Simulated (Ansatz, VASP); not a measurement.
**InSb3 in VASP and in Ansatz**

```
In Sb
1.0
     0.00000    3.84642    3.84642
     3.84642    0.00000    3.84642
     3.84642    3.84642    0.00000
In Sb
1 3
Cartesian
  0.0000 0.0000 0.0000
  1.9232 1.9232 1.9232
  5.7696 5.7696 5.7696
  3.8464 3.8464 3.8464
```

Alike in both runs: task single point; functional r2SCAN; k mesh 10 × 10 × 10; occupations gaussian, width 0.1 eV; no spin polarisation.

```csv
,VASP,Ansatz
version,VASP 6.6.1,Ansatz 0.2.0
potentials or method,"VASP PAW PBE potentials, release 64 (In_d, Sb), cutoff 520 eV","scalar-relativistic, plane waves, PAW"
valence electrons in the cell,28,58
```

Ansatz gave:

```
gap on the k mesh at the Fermi level (eV) : none
pressure (GPa)                            : -2.8
```

Task: What did VASP give for the same quantities?

Result: gap on the k mesh at the Fermi level (eV): none; pressure (GPa): -2.9.

VASP's potentials were made for PBE, not for r2SCAN. A gap of «none» marks a metal or a gap that the smearing closes. VASP's potentials hold 28 valence electrons a cell and Ansatz's 58, so a difference there can come from the potentials and not from the codes.

Neither program's run includes spin-orbit coupling.
